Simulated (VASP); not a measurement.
Mn: single point with HSE06

Mn:

```
Mn
1.0
     0.00000    1.77303    1.77303
     1.77303    0.00000    1.77303
     1.77303    1.77303    0.00000
Mn
1
Direct
  0.00000 0.00000 0.00000
```

This isn't the form of Mn at room conditions, which is a 58-atom cubic cell.

* Program: VASP 6.6.1
* Task: single point
* Functional: HSE06
* Potentials or basis: VASP PAW PBE potentials, release 64 (Mn_sv)
* Cutoff: 510 eV
* k mesh: 6 × 6 × 6
* Occupations: fermi-dirac, width 0.1 eV
* Spin: no spin polarisation
* Dipole correction: no
* Grid for exact exchange (PRECFOCK): Normal
* Further INCAR settings: ALGO = Normal; EDIFF = 1e-06; NBANDS = 14
* Share of exact exchange: 0.25
* Screening parameter: 0.2079 1/Å

The pressure is -25.6 GPa and the band gap on the k mesh is zero (an odd number of electrons rules out a gap without spin polarisation).

Levels at points of the mesh, in eV from the Fermi level:
| k point | band 4 | band 5 | band 6 | band 7 | band 8 | band 9 | band 10 | band 11 | band 12 | band 13 |
| --- | --- | --- | --- | --- | --- | --- | --- | --- | --- | --- |
| (0.00, 0.00, 0.00) | -51.87 | -9.74 | -2.46 | -2.46 | -2.46 | 1.19 | 1.19 | 21.98 | 27.69 | 27.69 |
| (0.50, 0.00, 0.00) | -51.98 | -5.95 | -1.99 | -1.99 | -0.25 | 1.83 | 1.83 | 9.19 | 20.71 | 26.52 |
| (0.50, 0.50, 0.00) | -52.15 | -5.50 | -5.39 | 1.53 | 1.53 | 2.46 | 3.23 | 12.92 | 16.18 | 16.18 |

Wall time 9.9 min on 1 thread of Intel(R) Xeon(R) Platinum 8259CL CPU @ 2.50GHz (Skylake/Cascade Lake) (shared host), peak memory 0.22 GiB.

Caveat: the k points lie up to 0.51 Å⁻¹ apart, too coarse for converged energies and pressures of a metal; the PAW data sets were made with another functional, which shifts forces and pressure a little; the run has no spin polarisation, though such a crystal can be magnetic. Spin polarisation is off, so any magnetic state and its effect on volume and gap are missing.
